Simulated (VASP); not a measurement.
# TaC (Fm-3m) in VASP: notebook, part 2 of 2

VASP 6.6.1. The steps go on from the part before.

## (5) Relaxation of the atoms, PBE, collinear spin (11.77 Å³/atom)

This run uses another cell than the first one, of 11.77 Å³/atom.

INCAR

```
  PREC = Accurate
  ENCUT = 520
  EDIFF = 1E-7
  ISMEAR = -1
  SIGMA = 0.05
  LREAL = F
  LASPH = T
  NELM = 200
  ALGO = Normal
  ISIF = 2
  LWAVE = F
  LCHARG = F
  ISPIN = 2
  MAGMOM = 1 0
  LORBIT = 11
  LMAXMIX = 4
  GGA = PE
  IBRION = 2
  NSW = 80
  EDIFFG = -0.02
  GGA_COMPAT = F
  NELMIN = 4
  KPAR = 4
```

KPOINTS

```
Automatic mesh
0
Gamma
  18 18 18
```

POSCAR

```
TaC
1.0
    0.0000000000      2.2745428616      2.2745428616
    2.2745428616      0.0000000000      2.2745428616
    2.2745428616      2.2745428616      0.0000000000
Ta C
1 1
Direct
    0.0000000000      0.0000000000      0.0000000000
    0.5000000000      0.5000000000      0.5000000000
```

Potentials or basis: VASP PAW PBE potentials, release 64 (Ta_pv, C).

On the command line:

```console
> cat potpaw_PBE.64/Ta_pv/POTCAR potpaw_PBE.64/C/POTCAR > POTCAR
> mpirun -np 4 vasp_std > vasp.out
```

OUTCAR:

```text
PREC = Accurate
   ENCUT = 520
   EDIFF = 1E-7
   ISMEAR = -1
   LREAL = F
   LASPH = T
   NELM = 200
   ISIF = 2
   ISPIN = 2
   LORBIT = 11
   GGA = PE
   IBRION = 2
   NSW = 80
   EDIFFG = -0.02
   NELMIN = 4

 ion  position               nearest neighbor table
   1  0.000  0.000  0.000-   2 2.27   2 2.27   2 2.27   2 2.27   2 2.27   2 2.27
   2  0.500  0.500  0.500-   1 2.27   1 2.27   1 2.27   1 2.27   1 2.27   1 2.27

  LATTYP: Found a face centered cubic cell.
 ALAT       =     4.5490857232

  Lattice vectors:

 A1 = (   0.0000000000,   2.2745428616,   2.2745428616)
 A2 = (   2.2745428616,   0.0000000000,   2.2745428616)
 A3 = (   2.2745428616,   2.2745428616,   0.0000000000)

Analysis of symmetry for initial positions (statically):
=====================================================================
 Subroutine PRICEL returns:
 Original cell was already a primitive cell.

 Routine SETGRP: Setting up the symmetry group for a
 face centered cubic supercell.

 Subroutine GETGRP returns: Found 48 space group operations
 (whereof 48 operations were pure point group operations)
 out of a pool of 48 trial point group operations.

The static configuration has the point symmetry O_h .

Analysis of symmetry for dynamics (positions and initial velocities):
=====================================================================
 Subroutine PRICEL returns:
 Original cell was already a primitive cell.

 Routine SETGRP: Setting up the symmetry group for a
 face centered cubic supercell.

 Subroutine GETGRP returns: Found 48 space group operations
 (whereof 48 operations were pure point group operations)
 out of a pool of 48 trial point group operations.

The dynamic configuration has the point symmetry O_h .

Analysis of structural, dynamic, and magnetic symmetry:
=====================================================================
 Subroutine PRICEL returns:
 Original cell was already a primitive cell.

 Routine SETGRP: Setting up the symmetry group for a
 face centered cubic supercell.

 Subroutine GETGRP returns: Found 48 space group operations
 (whereof 48 operations were pure point group operations)
 out of a pool of 48 trial point group operations.

The overall configuration has the point symmetry O_h .

 Subroutine INISYM returns: Found 48 space group operations
 (whereof 48 operations are pure point group operations),
 and found     1 'primitive' translations

----------------------------------------------------------------------------------------

                                     Primitive cell

  volume of cell :      23.5349

  direct lattice vectors                    reciprocal lattice vectors
     0.000000000  2.274542862  2.274542862    -0.219824391  0.219824391  0.219824391
     2.274542862  0.000000000  2.274542862     0.219824391 -0.219824391  0.219824391
     2.274542862  2.274542862  0.000000000     0.219824391  0.219824391 -0.219824391

  length of vectors
     3.216689363  3.216689363  3.216689363     0.380747014  0.380747014  0.380747014

  position of ions in fractional coordinates (direct lattice)
     0.000000000  0.000000000  0.000000000
     0.500000000  0.500000000  0.500000000

  ion indices of the primitive-cell ions
   primitive index   ion index
                 1           1
                 2           2

[... 84 lines left out ...]
   EMIN   =  10.00;   EMAX   =-10.00  energy-range for DOS
   EFERMI =   0.00;   METHOD = LEGACY
   ISMEAR =    -1;   SIGMA  =   0.05  broadening in eV -4-tet -1-fermi 0-gaus
   EFERMI_NEDOS =   21; number of points for ismear=-14 and -15
   IALGO  =     38    algorithm
   IMIX   =      4    mixing-type and parameters
     AMIX     =   0.40;   BMIX     =  1.00
     AMIX_MAG =   1.60;   BMIX_MAG =  1.00
  volume/ion in A,a.u.               =      11.77        79.41
  Fermi-wavevector in a.u.,A,eV,Ry     =   1.408860  2.662359 27.006015  1.984886
  Thomas-Fermi vector in A             =   2.530975
   LORBIT       =     11    0 simple, 1 ext, 2 COOP (PROOUT), +10 PAW based schemes
   GGA     = PE    functional components
   LHFCALC =     F    Hartree Fock is set to
   AEXX    =    0.0000 exact exchange contribution
   IVDW    =     0    specifies the selected vdW correction
   LEPSILON=     F    determine dielectric tensor
   LRPA    =     F    only Hartree local field effects (RPA)
 conjugate gradient relaxation of ions
 spin polarized calculation
  energy-cutoff  :      520.00
  volume of cell :       23.53
 maximum number of plane-waves:       648
   NGX = 11   NGY = 11   NGZ = 11

 number of electron      14.9999999 magnetization       0.0000100

 number of electron      14.9999999 magnetization      -0.0000010

 Free energy of the ion-electron system (eV)
  ---------------------------------------------------
  ext. energy  EPLUGINS =         0.00000000
  ---------------------------------------------------
  free energy    TOTEN  =       -22.15470313 eV

  energy without entropy =      -22.14702425  energy(sigma->0) =      -22.15086369

 E-fermi :   7.7612     XC(G=0): -12.8765

 val. band max:        7.7398406002   @ k =   0.2778   0.0556   0.0000
 cond. band min:       7.7631896524   @ k =  -0.1667   0.2222   0.0556
 fundamental gap:      0.0233490522
 Fermi energy:         7.7612188861

 spin component 1

 k-point     1 :       0.0000    0.0000    0.0000
  band No.  band energies     occupation
      1     -27.4846      1.00000
      2     -27.4846      1.00000
      3     -27.4846      1.00000
      4      -6.6058      1.00000
      5       6.5454      1.00000
      6       6.5454      1.00000
      7       6.5454      1.00000
      8       7.3323      0.99981
      9       7.3323      0.99981
     10       7.3323      0.99981
     11       8.3536      0.00001
     12       8.3536      0.00001
[... 333 lines left out ...]
      1     -27.7570      1.00000
      2     -27.5332      1.00000
      3     -27.5065      1.00000
      4      -5.1764      1.00000
      5       2.8414      1.00000
      6       3.8545      1.00000
      7       4.1259      1.00000
      8       7.7757      0.42820
      9       8.3438      0.00001
     10       8.9677      0.00000
     11      12.1901      0.00000
     12      13.6316      0.00000

 [... further k-points ...]

 spin component 2

 k-point     1 :       0.0000    0.0000    0.0000
  band No.  band energies     occupation
      1     -27.4847      1.00000
      2     -27.4847      1.00000
      3     -27.4847      1.00000
      4      -6.6058      1.00000
      5       6.5454      1.00000
      6       6.5454      1.00000
      7       6.5454      1.00000
      8       7.3323      0.99981
      9       7.3323      0.99981
     10       7.3323      0.99981
     11       8.3536      0.00001
     12       8.3536      0.00001
[... 333 lines left out ...]
      1     -27.7570      1.00000
      2     -27.5332      1.00000
      3     -27.5065      1.00000
      4      -5.1764      1.00000
      5       2.8414      1.00000
      6       3.8545      1.00000
      7       4.1259      1.00000
      8       7.7757      0.42824
      9       8.3438      0.00001
     10       8.9677      0.00000
     11      12.1901      0.00000
     12      13.6316      0.00000

 [... further k-points ...]
[... 5 lines left out ...]
  --------------------------------------------------------------------------------------
  -------------------------------------------------------------------------------------
  Total       -2.0140097     -2.0140097     -2.0140097     -0.0000000     -0.0000000      0.0000000
  in kB     -137.1070479   -137.1070479   -137.1070479     -0.0000000     -0.0000000      0.0000000
  external PRESSURE =    -137.1070479 kB  Pullay stress =       0.0000000 kB

 VOLUME and BASIS-vectors are now :
 -----------------------------------------------------------------------------
  energy-cutoff  :      520.00
  volume of cell :       23.53
      direct lattice vectors                 reciprocal lattice vectors
     0.000000000  2.274542862  2.274542862    -0.219824391  0.219824391  0.219824391
     2.274542862  0.000000000  2.274542862     0.219824391 -0.219824391  0.219824391
     2.274542862  2.274542862  0.000000000     0.219824391  0.219824391 -0.219824391

 POSITION                                       TOTAL-FORCE (eV/Angst)
 -----------------------------------------------------------------------------------
      0.00000      0.00000      0.00000        -0.000000     -0.000000     -0.000000
      2.27454      2.27454      2.27454         0.000000      0.000000      0.000000
 -----------------------------------------------------------------------------------
    total drift:                                0.000000     -0.000000     -0.000000

  FREE ENERGIE OF THE ION-ELECTRON SYSTEM (eV)
  ---------------------------------------------------
  free  energy   TOTEN  =       -22.1547031328 eV

  energy  without entropy=      -22.1470242540  energy(sigma->0) =      -22.15086369

 reached required accuracy - stopping structural energy minimisation

 total charge

# of ion       s       p       d       tot
------------------------------------------
    1        0.287   6.238   2.301   8.825
    2        0.857   1.540   0.000   2.397
--------------------------------------------------
tot          1.144   7.778   2.301  11.222

 magnetization (x)

# of ion       s       p       d       tot
------------------------------------------
    1       -0.000   0.000  -0.000  -0.000
    2        0.000   0.000   0.000   0.000
--------------------------------------------------
tot         -0.000   0.000  -0.000  -0.000
```

CONTCAR:

```text
TaC
   1.00000000000000
     0.0000000000000000    2.2745428616000001    2.2745428616000001
     2.2745428616000001    0.0000000000000000    2.2745428616000001
     2.2745428616000001    2.2745428616000001    0.0000000000000000
  Ta              C
     1     1
Direct
     0.0000000000000000    0.0000000000000000    0.0000000000000000
     0.5000000000000000    0.5000000000000000    0.5000000000000000

  0.00000000E+00  0.00000000E+00  0.00000000E+00
  0.00000000E+00  0.00000000E+00  0.00000000E+00
```

Run time: 49 s. Hardware: 4 MPI ranks of AMD EPYC 7R43 (Zen 3), shared host; peak memory 0.18 GiB.

Results:

| Item | Value |
| --- | --- |
| Free energy | -22.1547 eV |
| Pressure after relaxing | -13.7 GPa |
| Net moment | 0.00 μB per cell |
| Valence electrons inside the program's atomic spheres | Ta 8.82; C 2.40 |

Final structure:
```yaml
crystal:
  lattice:
    - [0.00000, 2.27454, 2.27454]
    - [2.27454, 0.00000, 2.27454]
    - [2.27454, 2.27454, 0.00000]
  atoms:
    - { symbol: Ta, position: [0.00000, 0.00000, 0.00000] }
    - { symbol: C, position: [0.50000, 0.50000, 0.50000] }
```

Levels at points of the mesh, in eV from the Fermi level:
Spin up:
```csv
k point,band 4,band 5,band 6,band 7,band 8,band 9,band 10,band 11,band 12
"(0.00, 0.00, 0.00)",-14.37,-1.22,-1.22,-1.22,-0.43,-0.43,-0.43,0.59,0.59
"(0.50, 0.00, 0.00)",-10.32,-8.31,-5.14,-5.14,2.48,2.48,3.38,5.20,9.22
"(0.50, 0.50, 0.00)",-12.30,-4.56,-4.19,-1.74,-1.74,2.37,3.72,3.72,6.19
```
Spin down:
```
           k point  band 5  band 6  band 7  band 8  band 9  band 10  band 11  band 12
(0.00, 0.00, 0.00)   -1.22   -1.22   -1.22   -0.43   -0.43    -0.43     0.59     0.59
(0.50, 0.00, 0.00)   -8.31   -5.14   -5.14    2.48    2.48     3.38     5.20     9.22
(0.50, 0.50, 0.00)   -4.56   -4.19   -1.74   -1.74    2.37     3.72     3.72     6.19
```

Caveat: the relaxation stopped at its first step, so nothing moved; spin-orbit coupling is left out, which moves the levels of the heavy elements.

## (6) Overview

```csv
cell,gap on the mesh (eV),pressure (GPa),moment (μB)
"atoms relaxed from a = 3.132 Å, angles 60.0°, 2 atoms",none,11.6,0.00
"atoms relaxed from a = 3.175 Å, angles 60.0°, 2 atoms",none,-2.4,0.00
"atoms relaxed from a = 3.237 Å, angles 60.0°, 2 atoms",none,-18.5,0.00
"atoms relaxed from a = 3.217 Å, angles 60.0°, 2 atoms",none,-13.7,0.00
```

Alike in all rows: task relaxation of the atoms; level PBE; potentials or basis VASP PAW PBE potentials, release 64 (Ta_pv, C); spin collinear; k mesh 18 × 18 × 18; cutoff (eV) 520; smearing fermi-dirac 0.05 eV.

Caveats: the relaxation stopped at its first step, so nothing moved; spin-orbit coupling is left out, which moves the levels of the heavy elements.

Total energies depend on the potentials used, so only differences within one code and one set of settings carry meaning.

The gap in the log of VASP goes by the Fermi energy; the results here count the filled bands.